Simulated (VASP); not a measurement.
# Ga (P6_3/mmc) in VASP: a series of runs

Runs on Ga. Level: PBE. Tasks: single point, relaxation of cell and atoms.

Everything below comes from runs of VASP 6.6.1. Logs are shortened: lines on timing, memory, paths and dates and some standing lists are left out, and cuts for length are marked.

## (1) The cell of the first run

Symmetry: P6_3/mmc, No. 194, hexagonal system. Conventional cell: a = 2.987 Å, b = 2.987 Å, c = 4.926 Å, α = 90.00°, β = 90.00°, γ = 120.00°. Within 3.9 Å of Ga (site symmetry -6m2) lie 12 Ga at 2.99 to 3.01 Å.

This isn't the form of Ga at room conditions, which is orthorhombic.

## (2) Single point, PBE

INCAR reads:

```
SYSTEM = Ga
  ALGO = Normal
  EDIFF = 1E-6
  ENCUT = 520
  GGA = PE
  ISIF = 2
  ISMEAR = -1
  LASPH = .True.
  LCHARG = .False.
  LREAL = .False.
  LWAVE = .False.
  NBANDS = 20
  NELM = 60
  PREC = Accurate
  SIGMA = 0.05
```

KPOINTS reads:

```
k-points
0
Gamma
  16 16 9
  0 0 0
```

POSCAR reads:

```
Ga
1.0
    2.9874227355      0.0000000000      0.0000000000
   -1.4937113677      2.5871839807      0.0000000000
    0.0000000000      0.0000000000      4.9255626955
Ga
2
Direct
    0.3333333333      0.6666666667      0.2500000000
    0.6666666667      0.3333333333      0.7500000000
```

Potentials or basis: VASP PAW PBE potentials, release 64 (Ga_d).

Run with:

```sh
cat potpaw_PBE.64/Ga_d/POTCAR > POTCAR
mpirun -np 1 vasp_std > vasp.out
```

OUTCAR:

```text
SYSTEM = Ga
   EDIFF = 1E-6
   ENCUT = 520
   GGA = PE
   ISIF = 2
   ISMEAR = -1
   LASPH = .True.
   LREAL = .False.
   NELM = 60
   PREC = Accurate

 ion  position               nearest neighbor table
   1  0.333  0.667  0.250-
   2  0.667  0.333  0.750-

  LATTYP: Found a hexagonal cell.
 ALAT       =     2.9874227355
 C/A-ratio  =     1.6487665562

  Lattice vectors:

 A1 = (   2.9874227355,   0.0000000000,   0.0000000000)
 A2 = (  -1.4937113677,   2.5871839807,   0.0000000000)
 A3 = (   0.0000000000,   0.0000000000,   4.9255626955)

Analysis of symmetry for initial positions (statically):
=====================================================================
 Subroutine PRICEL returns:
 Original cell was already a primitive cell.

 Routine SETGRP: Setting up the symmetry group for a
 hexagonal supercell.

 Subroutine GETGRP returns: Found 24 space group operations
 (whereof 12 operations were pure point group operations)
 out of a pool of 24 trial point group operations.

The static configuration has the point symmetry D_3d.
 The point group associated with its full space group is D_6h.

Analysis of symmetry for dynamics (positions and initial velocities):
=====================================================================
 Subroutine PRICEL returns:
 Original cell was already a primitive cell.

 Routine SETGRP: Setting up the symmetry group for a
 hexagonal supercell.

 Subroutine GETGRP returns: Found 24 space group operations
 (whereof 12 operations were pure point group operations)
 out of a pool of 24 trial point group operations.

The dynamic configuration has the point symmetry D_3d.
 The point group associated with its full space group is D_6h.

 Subroutine INISYM returns: Found 24 space group operations
 (whereof 12 operations are pure point group operations),
 and found     1 'primitive' translations

----------------------------------------------------------------------------------------

                                     Primitive cell

  volume of cell :      38.0697

  direct lattice vectors                    reciprocal lattice vectors
     2.987422736  0.000000000  0.000000000     0.334736691  0.193260318  0.000000000
    -1.493711368  2.587183981  0.000000000     0.000000000  0.386520637  0.000000000
     0.000000000  0.000000000  4.925562696     0.000000000  0.000000000  0.203022489

  length of vectors
     2.987422736  2.987422735  4.925562696     0.386520637  0.386520637  0.203022489
[... 77 lines left out ...]
   LSORBIT =      F    spin-orbit coupling
   LASPH  =      T    aspherical Exc in radial PAW
   ENCUT  =  520.0 eV  38.22 Ry    6.18 a.u.   5.55  5.55  9.16*2*pi/ulx,y,z
   NELM   =     60;   NELMIN=  2; NELMDL= -5     # of ELM steps
   EDIFF  = 0.1E-05   stopping-criterion for ELM
   LREAL  =      F    real-space projection
   EDIFFG = 0.1E-04   stopping-criterion for IOM
   NSW    =      0    number of steps for IOM
   IBRION =     -1    ionic relax: 0-MD 1-quasi-New 2-CG
   NFREE  =      0    steps in history (QN), initial steepest desc. (CG)
   ISIF   =      2    stress and relaxation
   ISYM   =      2    0-nonsym 1-usesym 2-fastsym
   POTIM  = 0.5000    time-step for ionic-motion
   TEBEG  =    0.0;   TEEND  =   0.0 temperature during run
   PSTRESS=    0.0 pullay stress
   NELECT =      26.0000    total number of electrons
   NUPDOWN=      -1.0000    fix difference up-down
   EMIN   =  10.00;   EMAX   =-10.00  energy-range for DOS
   EFERMI =   0.00;   METHOD = LEGACY
   ISMEAR =    -1;   SIGMA  =   0.05  broadening in eV -4-tet -1-fermi 0-gaus
   EFERMI_NEDOS =   21; number of points for ismear=-14 and -15
   IALGO  =     38    algorithm
   IMIX   =      4    mixing-type and parameters
     AMIX     =   0.40;   BMIX     =  1.00
     AMIX_MAG =   1.60;   BMIX_MAG =  1.00
  volume/ion in A,a.u.               =      19.03       128.45
  Fermi-wavevector in a.u.,A,eV,Ry     =   1.441693  2.724404 28.279403  2.078478
  Thomas-Fermi vector in A             =   2.560296
   LORBIT       =      0    0 simple, 1 ext, 2 COOP (PROOUT), +10 PAW based schemes
   GGA     = PE    functional components
   LHFCALC =     F    Hartree Fock is set to
   AEXX    =    0.0000 exact exchange contribution
   IVDW    =     0    specifies the selected vdW correction
   LEPSILON=     F    determine dielectric tensor
   LRPA    =     F    only Hartree local field effects (RPA)
 non-spin polarized calculation
  energy-cutoff  :      520.00
  volume of cell :       38.07
 maximum number of plane-waves:      1048
 NGX is ok and might be reduce to    24
   NGX = 11   NGY = 11   NGZ = 19

 number of electron      26.0000007 magnetization

 Free energy of the ion-electron system (eV)
  ---------------------------------------------------
  ext. energy  EPLUGINS =         0.00000000
  ---------------------------------------------------
  free energy    TOTEN  =        -5.76665324 eV

  energy without entropy =       -5.76086503  energy(sigma->0) =       -5.76375913

 E-fermi :   5.4961     XC(G=0): -10.9771

 val. band max:        5.4922163534   @ k =   0.3750   0.1875   0.0000
 cond. band min:       5.4995610485   @ k =   0.3125   0.3125   0.4444
 fundamental gap:      0.0073446950
 Fermi energy:         5.4960834826

 k-point     1 :       0.0000    0.0000    0.0000
  band No.  band energies     occupation
      1      -9.4896      2.00000
      2      -9.4220      2.00000
      3      -9.3992      2.00000
      4      -9.3992      2.00000
      5      -9.3785      2.00000
      6      -9.3785      2.00000
[... 541 lines left out ...]
     19      14.6433      0.00000
     20      19.7426      0.00000

 [... further k-points ...]

------------------------ aborting loop because EDIFF is reached ----------------------------------------

  FORCE on cell =-STRESS in cart. coord.  units (eV):
  Direction    XX          YY          ZZ          XY          YZ          ZX
  --------------------------------------------------------------------------------------
  -------------------------------------------------------------------------------------
  Total        0.0218216      0.0218216      0.0131489      0.0000000     -0.0000000     -0.0000000
  in kB        0.9183688      0.9183688      0.5533769      0.0000000     -0.0000000     -0.0000000
  external PRESSURE =       0.7967048 kB  Pullay stress =       0.0000000 kB

 VOLUME and BASIS-vectors are now :
 -----------------------------------------------------------------------------
  energy-cutoff  :      520.00
  volume of cell :       38.07
      direct lattice vectors                 reciprocal lattice vectors
     2.987422736  0.000000000  0.000000000     0.334736691  0.193260318  0.000000000
    -1.493711368  2.587183981  0.000000000     0.000000000  0.386520637  0.000000000
     0.000000000  0.000000000  4.925562696     0.000000000  0.000000000  0.203022489

 POSITION                                       TOTAL-FORCE (eV/Angst)
 -----------------------------------------------------------------------------------
     -0.00000      1.72479      1.23139         0.000000     -0.000000      0.000000
      1.49371      0.86239      3.69417        -0.000000      0.000000     -0.000000
 -----------------------------------------------------------------------------------
    total drift:                                0.000000     -0.000000      0.000000

  FREE ENERGIE OF THE ION-ELECTRON SYSTEM (eV)
  ---------------------------------------------------
  free  energy   TOTEN  =        -5.7666532357 eV

  energy  without entropy=       -5.7608650319  energy(sigma->0) =       -5.76375913
```

OSZICAR:

```text
N       E                     dE             d eps       ncg     rms          rms(c)
DAV:   1     0.133513518001E+03    0.13351E+03   -0.13318E+04  6256   0.245E+03
DAV:   2     0.572617208911E+01   -0.12779E+03   -0.12457E+03  6216   0.384E+02
DAV:   3    -0.564730915514E+01   -0.11373E+02   -0.11302E+02  6828   0.944E+01
DAV:   4    -0.581799463348E+01   -0.17069E+00   -0.17061E+00  6896   0.128E+01
DAV:   5    -0.582080851362E+01   -0.28139E-02   -0.28137E-02  7044   0.162E+00    0.114E+00
DAV:   6    -0.577808916282E+01    0.42719E-01   -0.73034E-02  8156   0.432E+00    0.578E-01
DAV:   7    -0.576777736844E+01    0.10312E-01   -0.14848E-02  8692   0.160E+00    0.157E-01
DAV:   8    -0.576664267335E+01    0.11347E-02   -0.15273E-03  6636   0.560E-01    0.106E-02
DAV:   9    -0.576665139423E+01   -0.87209E-05   -0.41826E-05  8108   0.596E-02    0.497E-03
DAV:  10    -0.576665341043E+01   -0.20162E-05   -0.20102E-06  5268   0.181E-02    0.447E-04
DAV:  11    -0.576665323569E+01    0.17474E-06   -0.15131E-07  3876   0.477E-03
   1 F= -.57666532E+01 E0= -.57637591E+01  d E =-.578820E-02
```

Run time: 96 s. Hardware: 1 thread of Intel Xeon 8259CL, shared host; peak memory 0.22 GiB.

What came out:

- Free energy: -5.7667 eV
- Pressure: 0.1 GPa
- Band gap on the k mesh: zero (bands 13 and 14 overlap by 6.04 eV)

## (3) Relaxation of cell and atoms, PBE

INCAR reads:

```
SYSTEM = Ga
PREC = Accurate
ENCUT = 600
EDIFF = 1E-6
ISMEAR = -1
SIGMA = 0.05
LREAL = .False.
LASPH = .True.
NELM = 100
ALGO = Normal
ISIF = 3
LWAVE = .False.
LCHARG = .False.
GGA = PE
IBRION = 2
NSW = 45
EDIFFG = -0.005
```

KPOINTS reads:

```
regular mesh
0
Gamma
  16 16 9
  0 0 0
```

POSCAR reads:

```
Ga
1.0
    2.9874227354      0.0000000000      0.0000000000
   -1.4937113677      2.5871839808      0.0000000000
    0.0000000000      0.0000000000      4.9255626955
Ga
2
Direct
    0.3333333333      0.6666666667      0.2500000000
    0.6666666667      0.3333333333      0.7500000000
```

Potentials or basis: VASP PAW PBE potentials, release 64 (Ga_d).

Run with:

```sh
cat potpaw_PBE.64/Ga_d/POTCAR > POTCAR
mpirun -np 1 vasp_std > vasp.out
```

Run time: 3 min. Hardware: 1 thread of Intel Xeon 8259CL, shared host; peak memory 0.24 GiB.

Results (log left out):

```yaml
Free_energy: -5.7664 eV
Relaxed_volume: 19.04 Å³/atom
Relaxed_cell: a = 2.988 Å, b = 2.988 Å, c = 4.926 Å, α = 90.00°, β = 90.00°, γ = 120.00°
Space_group_after_relaxing_to_0.1_Å: P6_3/mmc (No. 194)
Energy_gained_by_relaxing: 0.0 meV/atom
Ionic_steps: 3
Pressure_after_relaxing: 0.0 GPa
Band_gap_on_the_k_mesh: zero (bands 13 and 14 overlap by 6.04 eV)
```

Final structure:
```
CELL_PARAMETERS angstrom
2.98788 0.00000 0.00000
-1.49394 2.58758 0.00000
0.00000 0.00000 4.92572
ATOMIC_POSITIONS crystal
Ga 0.33333 0.66667 0.25000
Ga 0.66667 0.33333 0.75000
```

Levels at points of the mesh, in eV from the Fermi level:
| k point | band 9 | band 10 | band 11 | band 12 | band 13 | band 14 | band 15 | band 16 | band 17 |
| --- | --- | --- | --- | --- | --- | --- | --- | --- | --- |
| (0.00, 0.00, 0.00) | -14.71 | -14.71 | -11.00 | -5.08 | -3.98 | 9.73 | 9.73 | 11.65 | 11.65 |
| (0.50, 0.00, 0.00) | -14.69 | -14.68 | -5.57 | -4.79 | 0.28 | 0.51 | 1.03 | 3.11 | 4.99 |
